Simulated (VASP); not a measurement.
A run of VASP 6.6.1:

File POSCAR:

```
ZnS
1.0
    3.7077085959      0.0000000000      0.0000000000
   -1.8538542980      3.2109698339      0.0000000000
    0.0000000000      0.0000000000      6.1011282778
Zn S
2 2
Direct
    0.3333333333      0.6666666667      0.0059162288
    0.6666666667      0.3333333333      0.5059162288
    0.3333333333      0.6666666667      0.3790837712
    0.6666666667      0.3333333333      0.8790837712
```

INCAR.step1

```
SYSTEM = ZnS
  PREC = Accurate
  ENCUT = 520
  ISMEAR = 0
  SIGMA = 0.01
  LREAL = .FALSE.
  LASPH = .TRUE.
  NELM = 60
  NBANDS = 26
  GGA = PE
  ALGO = Normal
  EDIFF = 1E-4
  LWAVE = .TRUE.
  LCHARG = .FALSE.
```

Contents of INCAR.step2:

```
SYSTEM = ZnS
  PREC = Accurate
  ENCUT = 520
  EDIFF = 1E-6
  ISMEAR = 0
  SIGMA = 0.01
  LREAL = .FALSE.
  LASPH = .TRUE.
  NELM = 60
  ALGO = Normal
  ISIF = 2
  LWAVE = .FALSE.
  LCHARG = .FALSE.
  METAGGA = R2SCAN
  LMIXTAU = .TRUE.
  NBANDS = 26
  ISTART = 1
```

The input KPOINTS:

```
Automatic mesh
0
G
  6 6 4
  0 0 0
```

Potentials or basis: VASP PAW PBE potentials, release 64 (Zn, S).

Run with:

```console
$ cat potpaw_PBE.64/Zn/POTCAR potpaw_PBE.64/S/POTCAR > POTCAR
$ cp INCAR.step1 INCAR
$ mpirun -np 1 vasp_std > vasp.out
$ cp INCAR.step2 INCAR
$ mpirun -np 1 vasp_std > vasp.out
```

Hardware: 1 thread of Intel(R) Xeon(R) Platinum 8488C (Sapphire Rapids), on a shared host.

Q: How long does it take, and how much memory?

A: Wall time 2.7 min on 1 thread of Intel(R) Xeon(R) Platinum 8488C (Sapphire Rapids), with other jobs on the host, peak memory 0.21 GiB. Counts: k points 21.
